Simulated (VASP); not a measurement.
# IrO2: single point with PBEsol

Crystal: IrO2.

```
Ir O
1.0
     4.47158    0.00000    0.00000
     0.00000    4.47158    0.00000
     0.00000    0.00000    3.15357
Ir O
2 4
Direct
  0.00000 0.00000 0.00000
  0.50000 0.50000 0.50000
  0.30878 0.30878 0.00000
  0.19122 0.80878 0.50000
  0.69122 0.69122 0.00000
  0.80878 0.19122 0.50000
```

| Property | Result |
| --- | --- |
| Program | VASP 6.6.1 |
| Task | single point |
| Functional | PBEsol |
| Potentials or basis | VASP PAW PBE potentials, release 64 (Ir_sv_GW, O) |
| Cutoff | 700 eV |
| k mesh | 8 × 8 × 12 |
| Occupations | gaussian, width 0.1 eV |
| Spin | no spin polarisation |
| Dipole correction | no |
| Further INCAR settings | ALGO = Normal; EDIFF = 1e-06; NBANDS = 38 |

| Property | Result |
| --- | --- |
| Pressure | -0.3 GPa |
| Largest force | 0.008 eV/Å |
| Band gap on the k mesh | zero (bands 29 and 30 overlap by 1.41 eV) |

Forces on the atoms (eV/Å):
```
Ir   0.000  0.000  0.000
Ir   0.000  0.000  0.000
O   -0.006 -0.006  0.000
O    0.006 -0.006  0.000
O    0.006  0.006  0.000
O   -0.006  0.006  0.000
```

Levels at points of the mesh, in eV from the Fermi level:
```
           k point  band 27  band 28  band 29  band 30  band 31  band 32
(0.00, 0.00, 0.00)    -2.41    -2.38    -2.25     0.83     1.29     4.18
(0.50, 0.00, 0.00)    -1.33    -1.33    -0.31    -0.31     3.63     3.63
(0.50, 0.50, 0.00)    -2.45    -2.45     0.21     0.21     2.60     2.60
(0.00, 0.00, 0.50)    -0.71    -0.71     0.27     0.27     2.32     2.32
(0.50, 0.00, 0.50)    -1.83    -1.83     0.56     0.56     1.19     1.19
(0.50, 0.50, 0.50)    -1.28    -1.28    -0.50    -0.50     2.27     2.27
```

Run time: 4.1 min on 1 thread of Intel(R) Xeon(R) Platinum 8259CL CPU @ 2.50GHz (Skylake/Cascade Lake), with other jobs on the host, peak memory 0.43 GiB.

Caveat: the PAW data sets were made with another functional, which shifts forces and pressure a little; spin-orbit coupling is left out, which moves the levels of the heavy elements.
